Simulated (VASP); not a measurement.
Here is a VASP 6.6.1 calculation.

The input INCAR:

```
SYSTEM = NiO
ALGO = Normal
EDIFF = 1E-6
ENCUT = 520
GGA = PE
ISIF = 2
ISMEAR = 0
ISPIN = 2
LASPH = .True.
LCHARG = .False.
LMAXMIX = 4
LORBIT = 11
LREAL = .False.
LWAVE = .False.
MAGMOM = 2 0
NBANDS = 19
NELM = 150
PREC = Accurate
SIGMA = 0.1
```

KPOINTS

```
k-points
0
Gamma
  8 8 8
  0 0 0
```

Contents of POSCAR:

```
NiO
1.0
    0.0000000000      2.0913100200      2.0913100200
    2.0913100200      0.0000000000      2.0913100200
    2.0913100200      2.0913100200      0.0000000000
Ni O
1 1
Direct
    0.0000000000      0.0000000000      0.0000000000
    0.5000000000      0.5000000000      0.5000000000
```

Potentials or basis: VASP PAW PBE potentials, release 64 (Ni, O).

Run with:

```bash
$ cat potpaw_PBE.64/Ni/POTCAR potpaw_PBE.64/O/POTCAR > POTCAR
$ mpirun -np 1 vasp_std > vasp.out
```

Estimate the site moments.

Ni +1.48; O +0.28 μB.

Estimate the net moment.

1.81 μB per cell.

Predict the pressure.

4.9 GPa.

Caveat: the cell stands under pressure; a cell with one magnetic atom can't hold antiferromagnetic order, which such compounds often take.
